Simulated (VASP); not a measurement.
# AlSi62 (a cell with a defect) in VASP: single point with PBE+D3(BJ)

Aim: the single point of AlSi62 (a cell with a defect) with PBE+D3(BJ).

Program: VASP 6.6.1. These are calculated values, not measurements. Logs are shortened: lines on timing, memory, paths and dates and some standing lists are left out, and cuts for length are marked.

## 1. The cell of the first run

The cell holds a defect, 63 atoms: a = 10.860 Å, b = 10.860 Å, c = 10.860 Å, α = 90.00°, β = 90.00°, γ = 90.00°.

## 2. Single point, PBE+D3(BJ)

The input, INCAR:

```
SYSTEM = AlSi62
PREC = Accurate ; ENCUT = 520
EDIFF = 1E-7 ; ISMEAR = 0
SIGMA = 0.05 ; LREAL = Auto
LASPH = .TRUE. ; NELM = 60
ALGO = Normal ; ISIF = 2
LWAVE = .FALSE. ; LCHARG = .TRUE.
GGA = PE ; IVDW = 12
LELF = .TRUE. ; LVHAR = .TRUE.
NBANDS = 162 ; NELECT = 252.0
```

The input, KPOINTS:

```
Automatic mesh
0
G
  1 1 1
  0 0 0
```

The input, POSCAR:

```
AlSi62
1.0
   10.8600000000      0.0000000000      0.0000000000
    0.0000000000     10.8600000000      0.0000000000
    0.0000000000      0.0000000000     10.8600000000
Si Al
62 1
Direct
    0.5020955801     -0.0035545120     -0.0019385820
    0.6235203499      0.1234868324      0.1251866483
    0.7508406077      0.2476403315      0.0005430018
    0.8756435543      0.3748971455      0.1244151934
    0.7505174033     -0.0003145488      0.2492278085
    0.8713569982      0.1302291897      0.3798248619
    0.0014599448     -0.0012522099      0.0015930018
    0.1243539595      0.1259421731      0.1275861878
    0.2521532228      0.2474590239      0.0007081031
    0.3760678637      0.3749593002      0.1236629834
    0.5064522099      0.4957009208     -0.0073224678
    0.6276993554      0.6223572744      0.1203071823
    0.7551045120      0.7399295580     -0.0104523941
    0.8743254144      0.8715575506      0.1216346225
    0.2505032228     -0.0001374770      0.2497809392
    0.3721545120      0.1262242173      0.3760194291
    0.4986277164      0.2490998158      0.2494792818
    0.6244417127      0.3741988950      0.3737614180
    0.7506822284      0.4996005525      0.2492514733
    0.8757292818      0.6261649171      0.3736930018
    0.4986674033     -0.0006426335      0.4984480663
    0.6242970534      0.1236872928      0.6238113260
    0.7487768877      0.2606829650      0.5105391344
    0.7507568140     -0.0004011971      0.7494589319
    0.8759846225      0.1231360037      0.8767011971
    0.0033729282      0.4998017495      0.0013303867
    0.1269592081      0.6267371087      0.1260952118
    0.2534685083      0.7484511050     -0.0016805709
    0.3757999079      0.8744892265      0.1243568140
   -0.0015762431      0.2516815838      0.2528526703
    0.1165094843      0.3793662983      0.3826896869
    0.2485734807      0.4989863720      0.2514877532
    0.3757403315      0.6251226519      0.3724040516
    0.5021817680      0.7481140884      0.2460825046
    0.6238514733      0.8752088398      0.3728790976
   -0.0017023020      0.0033603131      0.5015074586
    0.1158467772      0.1337934622      0.6291647330
    0.2458609576      0.2518083794      0.5014679558
    0.3747198895      0.3746083794      0.6244488950
    0.4995278085      0.4991692449      0.4980476980
    0.6346241252      0.6151725599      0.6221559853
    0.7507160221      0.7508258748      0.4976820442
    0.8756577348      0.8747487109      0.6247674954
    0.2479101289      0.0025465930      0.7485302026
    0.3757887661      0.1226438306      0.8748259669
    0.4996366483      0.2481131676      0.7487386740
    0.6363075506      0.3717894107      0.8632000000
    0.8809323204      0.6100812155      0.8599727440
    0.0009510129      0.7516006446      0.2493699816
    0.1241712707      0.8778348066      0.3759153775
   -0.0130086556      0.5037531308      0.5130707182
    0.1267012891      0.6268779926      0.6239616022
    0.2516192449      0.7506500000      0.4973196133
    0.3749696133      0.8746503683      0.6244187845
   -0.0128600368      0.2631114180      0.7551367403
    0.1272495396      0.3740974217      0.8773039595
    0.2500781768      0.4994789134      0.7493966851
    0.3781968692      0.6226461326      0.8724667587
    0.5050493554      0.7445048803      0.7458225599
    0.6276492634      0.8709250460      0.8722653775
    0.0031790976      0.7513768877      0.7495733886
    0.1272711786      0.8760104972      0.8761167587
    0.8289646409      0.4325557090      0.6860592081
```

Potentials or basis: VASP PAW PBE potentials, release 64 (Si, Al).

Run with:

```sh
> cat potpaw_PBE.64/Si/POTCAR potpaw_PBE.64/Al/POTCAR > POTCAR
> mpirun -np 1 vasp_gam > vasp.out
```

OUTCAR:

```text
SYSTEM = AlSi62
   PREC = Accurate
   ENCUT = 520
   EDIFF = 1E-7
   ISMEAR = 0
   LREAL = Auto
   LASPH = .TRUE.
   NELM = 60
   ISIF = 2
   GGA = PE
   IVDW = 12
   NELECT = 252.0
 IVDW          = 12

 ion  position               nearest neighbor table
   1  0.502  0.996  0.998-  29 2.35   2 2.36  45 2.36  60 2.36
   2  0.624  0.123  0.125-  17 2.35   5 2.35   1 2.36   3 2.36
   3  0.751  0.248  0.001-  25 2.34   4 2.36   2 2.36  47 2.36
   4  0.876  0.375  0.124-  19 2.35  30 2.35  26 2.36   3 2.36
   5  0.751  1.000  0.249-  35 2.35   2 2.35  14 2.38   6 2.40
   6  0.871  0.130  0.380-  36 2.35  30 2.35   5 2.40  23 2.41
[... 54 lines left out ...]
  61  0.003  0.751  0.750-  52 2.34  62 2.35  43 2.36  48 2.36
  62  0.127  0.876  0.876-   7 2.35  44 2.35  61 2.35  28 2.36
  63  0.829  0.433  0.686-  55 2.63  51 2.66  48 2.76  23 2.81  47 2.92  41 2.98

  LATTYP: Found a simple cubic cell.
 ALAT       =    10.8600000000

  Lattice vectors:

 A1 = (  10.8600000000,   0.0000000000,   0.0000000000)
 A2 = (   0.0000000000,  10.8600000000,   0.0000000000)
 A3 = (   0.0000000000,   0.0000000000,  10.8600000000)

Analysis of symmetry for initial positions (statically):
=====================================================================
 Subroutine PRICEL returns:
 Original cell was already a primitive cell.

 Routine SETGRP: Setting up the symmetry group for a
 simple cubic supercell.

 Subroutine GETGRP returns: Found  1 space group operations
 (whereof  1 operations were pure point group operations)
 out of a pool of 48 trial point group operations.

The static configuration has the point symmetry C_1 .

Analysis of symmetry for dynamics (positions and initial velocities):
=====================================================================
 Subroutine PRICEL returns:
 Original cell was already a primitive cell.

 Routine SETGRP: Setting up the symmetry group for a
 simple cubic supercell.

 Subroutine GETGRP returns: Found  1 space group operations
 (whereof  1 operations were pure point group operations)
 out of a pool of 48 trial point group operations.

The dynamic configuration has the point symmetry C_1 .

 Subroutine INISYM returns: Found  1 space group operations
 (whereof  1 operations are pure point group operations),
 and found     1 'primitive' translations

----------------------------------------------------------------------------------------

                                     Primitive cell

  volume of cell :    1280.8241

  direct lattice vectors                    reciprocal lattice vectors
    10.860000000  0.000000000  0.000000000     0.092081031  0.000000000  0.000000000
     0.000000000 10.860000000  0.000000000     0.000000000  0.092081031  0.000000000
     0.000000000  0.000000000 10.860000000     0.000000000  0.000000000  0.092081031

  length of vectors
    10.860000000 10.860000000 10.860000000     0.092081031  0.092081031  0.092081031

  position of ions in fractional coordinates (direct lattice)
     0.502095580  0.996445488  0.998061418
     0.623520350  0.123486832  0.125186648
     0.750840608  0.247640332  0.000543002
     0.875643554  0.374897146  0.124415193
     0.750517403  0.999685451  0.249227809
     0.871356998  0.130229190  0.379824862
[... 55 lines left out ...]
     0.127271179  0.876010497  0.876116759
     0.828964641  0.432555709  0.686059208

  ion indices of the primitive-cell ions
   primitive index   ion index
                 1           1
                 2           2
                 3           3
                 4           4
                 5           5
                 6           6
[... 55 lines left out ...]
                62          62
                63          63

----------------------------------------------------------------------------------------

 KPOINTS: Automatic mesh

Automatic generation of k-mesh.
 Grid dimensions read from file:
 generate k-points for:    1    1    1

 Generating k-lattice:

  Cartesian coordinates                     Fractional coordinates (reciprocal lattice)
     0.092081031  0.000000000  0.000000000     1.000000000  0.000000000  0.000000000
     0.000000000  0.092081031  0.000000000     0.000000000  1.000000000  0.000000000
     0.000000000  0.000000000  0.092081031     0.000000000  0.000000000  1.000000000

  Length of vectors
     0.092081031  0.092081031  0.092081031

  Shift w.r.t. Gamma in fractional coordinates (k-lattice)
     0.000000000  0.000000000  0.000000000

 Subroutine IBZKPT returns following result:
 ===========================================

 Found      1 irreducible k-points:

 Following reciprocal coordinates:
            Coordinates               Weight
  0.000000  0.000000  0.000000      1.000000
   k-points           NKPTS =      1   k-points in BZ     NKDIM =      1   number of bands    NBANDS=    162
   number of dos      NEDOS =    301   number of ions     NIONS =     63
   total plane-waves  NPLWV = 592704
   dimension x,y,z NGX =    84 NGY =   84 NGZ =   84
   dimension x,y,z NGXF=   168 NGYF=  168 NGZF=  168
   ions per type =              62   1
   NGX,Y,Z   is equivalent  to a cutoff of  12.86, 12.86, 12.86 a.u.
   NGXF,Y,Z  is equivalent  to a cutoff of  25.72, 25.72, 25.72 a.u.
 SYSTEM =  AlSi62
   PREC   = accura    normal or accurate (medium, high low for compatibility)
   ISTART =      0    job   : 0-new  1-cont  2-samecut
   ICHARG =      2    charge: 1-file 2-atom 10-const
   ISPIN  =      1    spin polarized calculation?
   LNONCOLLINEAR =      F non collinear calculations
   LSORBIT =      F    spin-orbit coupling
   LASPH  =      T    aspherical Exc in radial PAW
   ENCUT  =  520.0 eV  38.22 Ry    6.18 a.u.  20.19 20.19 20.19*2*pi/ulx,y,z
   NELM   =     60;   NELMIN=  2; NELMDL= -5     # of ELM steps
   EDIFF  = 0.1E-06   stopping-criterion for ELM
   LREAL  =      T    real-space projection
   EDIFFG = 0.1E-05   stopping-criterion for IOM
   NSW    =      0    number of steps for IOM
   IBRION =     -1    ionic relax: 0-MD 1-quasi-New 2-CG
   NFREE  =      0    steps in history (QN), initial steepest desc. (CG)
   ISIF   =      2    stress and relaxation
   ISYM   =      2    0-nonsym 1-usesym 2-fastsym
   POTIM  = 0.5000    time-step for ionic-motion
   TEBEG  =    0.0;   TEEND  =   0.0 temperature during run
   PSTRESS=    0.0 pullay stress
   NELECT =     252.0000    total number of electrons
   NUPDOWN=      -1.0000    fix difference up-down
   EMIN   =  10.00;   EMAX   =-10.00  energy-range for DOS
   EFERMI =   0.00;   METHOD = LEGACY
   ISMEAR =     0;   SIGMA  =   0.05  broadening in eV -4-tet -1-fermi 0-gaus
   EFERMI_NEDOS =   21; number of points for ismear=-14 and -15
   IALGO  =     38    algorithm
   IMIX   =      4    mixing-type and parameters
     AMIX     =   0.40;   BMIX     =  1.00
     AMIX_MAG =   1.60;   BMIX_MAG =  1.00
  volume/ion in A,a.u.               =      20.33       137.20
  Fermi-wavevector in a.u.,A,eV,Ry     =   0.952164  1.799329 12.335269  0.906617
  Thomas-Fermi vector in A             =   2.080702
   LORBIT       =      0    0 simple, 1 ext, 2 COOP (PROOUT), +10 PAW based schemes
   GGA     = PE    functional components
   LHFCALC =     F    Hartree Fock is set to
   AEXX    =    0.0000 exact exchange contribution
   IVDW    =    12    specifies the selected vdW correction
   LEPSILON=     F    determine dielectric tensor
   LRPA    =     F    only Hartree local field effects (RPA)
 non-spin polarized calculation
 Gauss-broadening in eV      SIGMA  =   0.05
  energy-cutoff  :      520.00
  volume of cell :     1280.82
 maximum number of plane-waves:     17229
 NGX is ok and might be reduce to    84
   NGX = 41   NGY = 41   NGZ = 41

 number of electron     251.9999996 magnetization

 Free energy of the ion-electron system (eV)
  ---------------------------------------------------
  ext. energy  EPLUGINS =         0.00000000
  ---------------------------------------------------
  free energy    TOTEN  =      -324.84553052 eV

  energy without entropy =     -324.78950368  energy(sigma->0) =     -324.81751710

 E-fermi :   6.2246     XC(G=0):  -9.3561

 val. band max:        6.2204326553   @ k =   0.0000   0.0000   0.0000
 cond. band min:       6.2287851469   @ k =   0.0000   0.0000   0.0000
 fundamental gap:      0.0083524916
 Fermi energy:         6.2246088874

 k-point     1 :       0.0000    0.0000    0.0000
  band No.  band energies     occupation
      1      -6.1934      2.00000
      2      -5.1481      2.00000
      3      -5.1479      2.00000
      4      -5.1462      2.00000
      5      -5.1424      2.00000
      6      -5.0795      2.00000
[... 130 lines left out ...]
    137       6.9054      0.00000
    138       6.9086      0.00000
 [bands above 138 left out]

------------------------ aborting loop because EDIFF is reached ----------------------------------------

 Edisp (eV)  -19.61969

 E6    (eV) :   -11.4762

 E8    (eV) :    -8.1435

  FORCE on cell =-STRESS in cart. coord.  units (eV):
  Direction    XX          YY          ZZ          XY          YZ          ZX
  --------------------------------------------------------------------------------------
  -------------------------------------------------------------------------------------
  Total       4.01406     3.45124     3.26617     5.49863    -5.77475     5.90880
  in kB       5.02117     4.31714     4.08564     6.87821    -7.22361     7.39129
  external pressure =        4.47 kB  Pullay stress =        0.00 kB

 VOLUME and BASIS-vectors are now :
 -----------------------------------------------------------------------------
  energy-cutoff  :      520.00
  volume of cell :     1280.82
      direct lattice vectors                 reciprocal lattice vectors
    10.860000000  0.000000000  0.000000000     0.092081031  0.000000000  0.000000000
     0.000000000 10.860000000  0.000000000     0.000000000  0.092081031  0.000000000
     0.000000000  0.000000000 10.860000000     0.000000000  0.000000000  0.092081031

 POSITION                                       TOTAL-FORCE (eV/Angst)
 -----------------------------------------------------------------------------------
      5.45276     10.82140     10.83895         0.001277      0.000075      0.001651
      6.77143      1.34107      1.35953        -0.007594     -0.001141      0.002405
      8.15413      2.68937      0.00590         0.013888     -0.005594      0.004097
      9.50949      4.07138      1.35115         0.000116      0.000009      0.006775
      8.15062     10.85658      2.70661         0.013741      0.010885      0.015615
      9.46294      1.41429      4.12490        -0.010258      0.014328      0.014316
[... 55 lines left out ...]
      1.38216      9.51347      9.51463        -0.010499     -0.000918     -0.002426
      9.00256      4.69755      7.45060         0.110151     -0.064783     -0.144335
 -----------------------------------------------------------------------------------
    total drift:                                0.005041      0.011714      0.007943

  FREE ENERGIE OF THE ION-ELECTRON SYSTEM (eV)
  ---------------------------------------------------
  free  energy   TOTEN  =      -344.4652176222 eV

  energy  without entropy=     -344.4091907814  energy(sigma->0) =     -344.43720420
```

It took 3.4 min on 1 thread of AMD EPYC 9R45 (Zen 5), shared host; peak memory 0.99 GiB.

Results:

* Free energy: -344.4652 eV
* Largest force: 0.193 eV/Å
* Dispersion energy per atom: -0.311 eV

Forces on the atoms (eV/Å):
```
Si   0.001  0.000  0.002
Si  -0.008 -0.001  0.002
Si   0.014 -0.006  0.004
Si   0.000  0.000  0.007
Si   0.014  0.011  0.016
Si  -0.010  0.014  0.014
Si  -0.003  0.001  0.001
Si  -0.008  0.005  0.004
Si   0.002 -0.001  0.000
Si  -0.009 -0.009  0.010
Si  -0.018  0.018  0.017
Si   0.000  0.003  0.009
Si   0.003 -0.003 -0.002
Si  -0.004  0.005  0.004
Si   0.005 -0.001  0.000
Si   0.002 -0.002 -0.003
Si   0.004  0.006  0.005
Si  -0.001 -0.001  0.002
Si   0.001 -0.002  0.005
Si   0.000  0.000  0.001
Si   0.003  0.002  0.006
Si  -0.004  0.000  0.002
Si   0.006  0.019  0.015
Si   0.001  0.001 -0.004
Si   0.001  0.002  0.001
Si   0.000  0.001  0.000
Si  -0.010 -0.002  0.000
Si  -0.001 -0.001  0.000
Si  -0.001 -0.003 -0.002
Si  -0.004  0.001  0.012
Si  -0.005 -0.008  0.001
Si   0.000  0.011  0.007
Si   0.001 -0.001  0.000
Si  -0.001  0.004  0.003
Si  -0.006  0.000  0.000
Si  -0.005  0.006  0.000
Si   0.000 -0.003 -0.002
Si  -0.001  0.000 -0.003
Si  -0.007 -0.001  0.000
Si   0.004 -0.001  0.005
Si  -0.028  0.017  0.002
Si   0.011 -0.007  0.001
Si  -0.002  0.004  0.003
Si   0.004 -0.002  0.005
Si  -0.001  0.001  0.000
Si  -0.008 -0.002 -0.001
Si  -0.042 -0.009  0.022
Si  -0.007 -0.018 -0.028
Si   0.001  0.002  0.002
Si  -0.006  0.000  0.002
Si   0.005  0.013 -0.013
Si   0.006  0.007  0.003
Si   0.003  0.003 -0.004
Si  -0.001  0.003  0.007
Si   0.021 -0.021  0.004
Si   0.001  0.000  0.003
Si  -0.001 -0.001 -0.004
Si  -0.008  0.005  0.002
Si  -0.003  0.002 -0.001
Si  -0.001  0.005  0.002
Si  -0.002  0.001  0.002
Si  -0.010 -0.001 -0.002
Al   0.110 -0.065 -0.144
```

Caveat: the k points lie up to 0.58 Å⁻¹ apart; the cell carries a net charge on a neutralising background, which shifts energy and pressure; the cell is charged against a uniform background, so pressure and absolute levels hang on convention.
